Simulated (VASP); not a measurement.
A run of VASP 6.6.1 is set up as follows.

INCAR

```
PREC = Accurate ; ENCUT = 520
EDIFF = 1E-6 ; ISMEAR = 0
SIGMA = 0.05 ; LREAL = False
LASPH = True ; NELM = 80
ALGO = Normal ; ISIF = 2
LWAVE = False ; LCHARG = False
GGA = PS ; IBRION = 2
NSW = 80 ; EDIFFG = -0.003
```

The input KPOINTS:

```
regular mesh
0
Gamma
  12 12 1
```

The input POSCAR:

```
WSe2
1.0
    3.2820000000      0.0000000000      0.0000000000
   -1.6410000000      2.8422953752      0.0000000000
    0.0000000000      0.0000000000     18.0000000000
W Se
1 2
Direct
    0.0000000000      0.0000000000      0.5000000000
    0.3333330000      0.6666670000      0.5933330000
    0.3333330000      0.6666670000      0.4066670000
```

Potentials or basis: VASP PAW PBE potentials, release 64 (W_sv, Se).

Run with:

```bash
$ cat potpaw_PBE.64/W_sv/POTCAR potpaw_PBE.64/Se/POTCAR > POTCAR
$ mpirun -np 1 vasp_std > vasp.out
```

(1) What does it give for the energy gained by relaxing?

(2) Predict the band gap on the k mesh.

Results:

(1) 0.4 meV/atom.

(2) 1.65 eV.

Caveat: spin-orbit coupling is left out, which moves the levels of the heavy elements.
